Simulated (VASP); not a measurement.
## SiGeS3: vibrations by perturbation theory with LDA

Crystal: SiGeS3.

```
CELL_PARAMETERS angstrom
4.25900 0.00000 0.00000
0.00000 4.25900 0.00000
0.00000 0.00000 4.25900
ATOMIC_POSITIONS crystal
Ge 0.00000 0.00000 0.00000
Si 0.50000 0.50000 0.50000
S 0.50000 0.50000 0.00000
S 0.50000 0.00000 0.50000
S 0.00000 0.50000 0.50000
```

```json
{
 "Program": "VASP 6.6.1",
 "Task": "vibrations by perturbation theory",
 "Functional": "LDA",
 "Potentials or basis": "VASP PAW LDA potentials, release 64 (Ge_d, Si, S)",
 "Cutoff": "520 eV",
 "k mesh": "8 × 8 × 8",
 "Occupations": "fermi-dirac, width 0.15 eV",
 "Spin": "no spin polarisation",
 "Dipole correction": "no",
 "Further INCAR settings": "ALGO = Normal; EDIFF = 1e-08; IBRION = 8; NSW = 1"
}
```

```yaml
Highest_phonon_frequency_at_Γ_LO-TO_splitting_left_out: 575 cm⁻¹
Most_unstable_mode: 190i cm⁻¹
```

Phonon frequencies in cm⁻¹ (negative: imaginary):
| q point | frequencies |
| --- | --- |
| (0.000, 0.000, 0.000) | -190 -190 -190 -139 -139 -139 -49 -49 -49 1 1 1 575 575 575 |

Wall time 8.9 min on 1 thread of Intel(R) Xeon(R) Platinum 8488C (Sapphire Rapids), on a shared host, peak memory 0.58 GiB.

Caveat: the cell wasn't relaxed at this level first, which shifts response properties; some modes are imaginary.
